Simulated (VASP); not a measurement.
## HfO2: single point with PBE

HfO2:

```
Hf O
1.0
     3.70589    0.00000    0.00000
     0.00000    3.70589    0.00000
     0.00000    0.00000    4.97934
Hf O
2 4
Direct
  0.50000 0.50000 0.50000
  0.00000 0.00000 0.00000
  0.00000 0.50000 0.69325
  0.50000 0.00000 0.80675
  0.50000 0.00000 0.30675
  0.00000 0.50000 0.19325
```

This cell differs from its parent crystal: ratio of the length along z to the lengths across it x 0.92, volume and fractional coordinates fixed.

```yaml
Program: VASP 6.6.1
Task: single point
Functional: PBE
Potentials_or_basis: VASP PAW PBE potentials, release 64 (Hf_pv, O)
Cutoff: 520 eV
k_mesh: 8 × 8 × 6
Occupations: gaussian, width 0.05 eV
Spin: no spin polarisation
Dipole_correction: no
Further_INCAR_settings: ALGO = Normal; EDIFF = 1e-06; NBANDS = 31
```

- Pressure: -4.8 GPa
- Largest force: 0.164 eV/Å
- Band gap on the k mesh: 3.62 eV, indirect (least direct gap 3.66 eV)

Forces on the atoms (eV/Å):
```
Hf   0.000  0.000  0.000
Hf   0.000  0.000  0.000
O    0.000  0.000  0.164
O    0.000  0.000 -0.164
O    0.000  0.000 -0.164
O    0.000  0.000  0.164
```

Stress tensor (GPa, compression positive):
```
-14.46   0.00   0.00
  0.00 -14.46   0.00
  0.00   0.00  14.45
```

Levels at points of the mesh, in eV from the valence-band top:
| k point | band 19 | band 20 | band 21 | band 22 | band 23 | band 24 | band 25 | band 26 |
| --- | --- | --- | --- | --- | --- | --- | --- | --- |
| (0.00, 0.00, 0.00) | -0.90 | -0.90 | -0.61 | -0.04 | 3.62 | 3.91 | 4.61 | 5.34 |
| (0.50, 0.00, 0.00) | -1.94 | -1.94 | -0.13 | -0.13 | 4.04 | 4.04 | 5.35 | 5.35 |
| (0.50, 0.50, 0.00) | -1.32 | -1.32 | -0.53 | -0.53 | 4.63 | 4.63 | 5.70 | 5.70 |
| (0.00, 0.00, 0.50) | -1.33 | -1.33 | -0.77 | -0.77 | 4.38 | 4.38 | 4.98 | 4.98 |
| (0.50, 0.00, 0.50) | -1.94 | -1.94 | -1.47 | -1.47 | 4.40 | 4.40 | 4.98 | 4.98 |
| (0.50, 0.50, 0.50) | -2.20 | -2.20 | -0.89 | -0.89 | 4.83 | 4.83 | 5.86 | 5.86 |

It took 2 min on 1 thread of Intel(R) Xeon(R) Platinum 8259CL CPU @ 2.50GHz (Skylake/Cascade Lake), on a shared host, peak memory 0.24 GiB.

Caveat: spin-orbit coupling is left out, which moves the levels of the heavy elements. A k mesh can miss the band edges.
